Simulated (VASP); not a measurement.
Here is a VASP 6.6.1 calculation.

INCAR

```
ALGO = Normal ; EDIFF = 1E-6
ENCUT = 500 ; GGA_COMPAT = F
ISIF = 2 ; ISMEAR = 0
LASPH = T ; LCHARG = F
LREAL = F ; LWAVE = F
NBANDS = 50 ; NELM = 120
PREC = Accurate ; SIGMA = 0.05
```

The input KPOINTS:

```
k-points
0
Gamma
  6 6 6
```

Contents of POSCAR:

```
SnSe
1.0
    5.8932955401      0.0000000000      0.0000000000
    0.0000000000     -5.8932955401      0.0000000000
    0.0000000000      0.0000000000     -5.8932955401
Sn Se
4 4
Direct
    0.0000000000      0.0000000000      0.0000000000
    0.5000000000      0.5000000000      0.0000000000
    0.5000000000      0.0000000000      0.5000000000
    0.0000000000      0.5000000000      0.5000000000
    0.4460067717      0.0539932283      0.0000000000
    0.0000000000      0.5000000000      0.0000000000
    0.0000000000      0.0000000000      0.5000000000
    0.5000000000      0.5000000000      0.5000000000
```

Potentials or basis: VASP PAW LDA potentials, release 64 (Sn_d, Se).

Command:

```console
$ cat potpaw_LDA.64/Sn_d/POTCAR potpaw_LDA.64/Se/POTCAR > POTCAR
$ mpirun -np 1 vasp_std > vasp.out
```

Predict the pressure.

1.1 GPa.

Estimate the largest force.

1.249 eV/Å.

Forces in eV/Å, atoms in the order of the input:
```
Sn  -0.589  0.031  0.000
Sn   0.031 -0.589  0.000
Sn  -0.042 -0.042  0.000
Sn   0.026  0.026  0.000
Se   0.883  0.883  0.000
Se  -0.178 -0.178  0.000
Se  -0.098 -0.032  0.000
Se  -0.032 -0.098  0.000
```

Caveat: the cell differs from its parent crystal (atom 5 (Se) moved -0.450 Å along Cartesian [1 1 0]); forces of over 1 eV/Å act on the atoms, so gaps and moduli don't describe the material at rest.
